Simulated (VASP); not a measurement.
Cl, 1 atom in the cell. Symmetry: Pm-3m, No. 221, cubic system. Conventional cell: a = 2.631 Å, b = 2.631 Å, c = 2.631 Å, α = 90.00°, β = 90.00°, γ = 90.00°. Cl (site symmetry m-3m) has 6 Cl at 2.63 Å within 3.5 Å. 

| Quantity | Value |
| --- | --- |
| Program | VASP 6.6.1 |
| Task | single point |
| Functional | LDA |
| Potentials or basis | VASP PAW LDA potentials, release 64 (Cl) |
| Cutoff | 500 eV |
| k mesh | 15 × 15 × 15 |
| Occupations | fermi-dirac, width 0.08 eV |
| Spin | no spin polarisation |
| Dipole correction | no |
| Further INCAR settings | ALGO = Normal; EDIFF = 1e-06; NBANDS = 10 |

Potentials or basis: VASP PAW LDA potentials, release 64 (Cl).

Run with:

```bash
$ cat potpaw_LDA.64/Cl/POTCAR > POTCAR
$ mpirun -np 1 vasp_std > vasp.out
```

Hardware: 1 thread of Intel(R) Xeon(R) Platinum 8375C CPU @ 2.90GHz (Ice Lake) (shared host).

Task: How long does it take, and how much memory?

Result: Wall time 13 s on 1 thread of Intel(R) Xeon(R) Platinum 8375C CPU @ 2.90GHz (Ice Lake) (shared host), peak memory 0.12 GiB. Counts: scf iterations 9, k points 120.
